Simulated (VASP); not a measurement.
Set up this calculation in VASP 6.6.1, as the native input.

```
Task                   : single point
Functional             : r2SCAN
Potentials or basis    : VASP PAW PBE potentials, release 64 (Fe)
Cutoff                 : 520 eV
k mesh                 : 16 × 16 × 16
Occupations            : fermi-dirac, width 0.1 eV
Spin                   : no spin polarisation
Dipole correction      : no
Further INCAR settings : ALGO = Normal; EDIFF = 1e-06; NBANDS = 10
```

The system is Fe.

```
CELL_PARAMETERS angstrom
2.17780 0.00000 0.00000
0.00000 2.17780 0.00000
0.00000 0.00000 2.17780
ATOMIC_POSITIONS crystal
Fe 0.00000 0.00000 0.00000
```

This cell differs from its parent crystal: volume scaled by 0.92.

One way to write it, as run:

POSCAR

```
Fe
1.0
    2.1777971002      0.0000000000      0.0000000000
    0.0000000000      2.1777971002      0.0000000000
    0.0000000000      0.0000000000      2.1777971002
Fe
1
Direct
    0.0000000000      0.0000000000      0.0000000000
```

INCAR.step1

```
PREC = Accurate
ENCUT = 520
ISMEAR = -1
SIGMA = 0.1
LREAL = False
LASPH = True
NELM = 80
NBANDS = 10
GGA = PE
ALGO = Normal
EDIFF = 1E-4
LWAVE = True
LCHARG = False
```

INCAR.step2

```
PREC = Accurate
ENCUT = 520
EDIFF = 1E-6
ISMEAR = -1
SIGMA = 0.1
LREAL = False
LASPH = True
NELM = 80
ALGO = Normal
ISIF = 2
LWAVE = False
LCHARG = False
METAGGA = R2SCAN
LMIXTAU = True
NBANDS = 10
ISTART = 1
```

KPOINTS

```
Automatic mesh
0
Gamma
  16 16 16
```

Potentials or basis: VASP PAW PBE potentials, release 64 (Fe).

Command:

```bash
$ cat potpaw_PBE.64/Fe/POTCAR > POTCAR
$ cp INCAR.step1 INCAR
$ mpirun -np 1 vasp_std > vasp.out
$ cp INCAR.step2 INCAR
$ mpirun -np 1 vasp_std > vasp.out
```

Results of the run:

| Quantity | Value |
| --- | --- |
| Pressure | 23.3 GPa |
| Band gap on the k mesh | zero (band 4 reaches 9.58 eV, above the bottom of band 5 at 6.22 eV) |

Caveat: the PAW data sets were made with another functional, which shifts forces and pressure a little; the run has no spin polarisation, though such a crystal can be magnetic.

Run time: 11 s on 1 thread of Intel(R) Xeon(R) 6975P-C (Granite Rapids), with other jobs on the host, peak memory 0.12 GiB.
